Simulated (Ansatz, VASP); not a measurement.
This is a calculation of GaP for VASP 6.6.1.

Contents of INCAR:

```
SYSTEM = GaP
PREC = Accurate
ENCUT = 520
EDIFF = 1E-6
ISMEAR = -1
SIGMA = 0.05
LREAL = .FALSE.
LASPH = .TRUE.
NELM = 100
ALGO = Normal
ISIF = 2
LWAVE = .FALSE.
LCHARG = .FALSE.
GGA = PS
NBANDS = 26
```

KPOINTS

```
Automatic mesh
0
G
  8 8 8
  0 0 0
```

The input POSCAR:

```
GaP
1.0
    1.9558832007      1.1292296924      6.4733994878
   -1.9558832007      1.1292296924      6.4733994878
    0.0000000000     -2.2584593848      6.4733994878
Ga P
2 2
Direct
    0.5646280000      0.5646280000      0.5646280000
    0.4353720000      0.4353720000      0.4353720000
    0.9426110000      0.9426110000      0.9426110000
    0.0573890000      0.0573890000      0.0573890000
```

Potentials or basis: VASP PAW PBE potentials, release 64 (Ga_d, P).

Launch:

```sh
$ cat potpaw_PBE.64/Ga_d/POTCAR potpaw_PBE.64/P/POTCAR > POTCAR
$ mpirun -np 1 vasp_std > vasp.out
```

Q: Set up the same calculation for Ansatz 0.2.0. Potentials there: Ansatz PAW.

A: As run (the cutoff follows the program's own potentials):

File input.yaml:

```yaml
crystal:
  lattice:
    - [1.9558832007, 1.1292296924, 6.4733994878]
    - [-1.9558832007, 1.1292296924, 6.4733994878]
    - [0.0, -2.2584593848, 6.4733994878]
  atoms:
    - { symbol: Ga, position: [0.564628, 0.564628, 0.564628] }
    - { symbol: Ga, position: [0.435372, 0.435372, 0.435372] }
    - { symbol: P, position: [0.942611, 0.942611, 0.942611] }
    - { symbol: P, position: [0.057389, 0.057389, 0.057389] }
hamiltonian:
  xc: pbesol
  pseudopotentials: { kind: paw }
kpoints:
  mp_grid: { grid: [8, 8, 8] }
scf:
  occupations: { method: fermi_dirac, width: 0.05 }
output:
  forces: true
  stress: true
  eigenvalues: true
```

Potentials or basis: Ansatz PAW.

Command:

```bash
$ ansatz run input.yaml --threads 1 --pin off --max-ram 3584MiB --backend cpu --events-out ev --progress --plain --runs-dir out
```

Both were run:

|  | VASP | Ansatz | Ansatz less VASP |
| --- | --- | --- | --- |
| gap on the k mesh at the Fermi level (eV) | 0.73 | 0.72 | -0.010 |
| least direct gap on the mesh (eV) | 0.98 | 0.98 | +0.003 |
| pressure (GPa) | -4.1 | -4.1 | +0.03 |
| traceless stress, the component that is largest in VASP (GPa) | 0.06 | 0.08 | +0.017 |
| rms of the force components (eV/Å) | 0.017 | 0.021 | +0.0043 |

VASP's potentials were made for PBE, not for PBEsol. Atom by atom the forces differ by 0.006 eV/Å (rms over components).
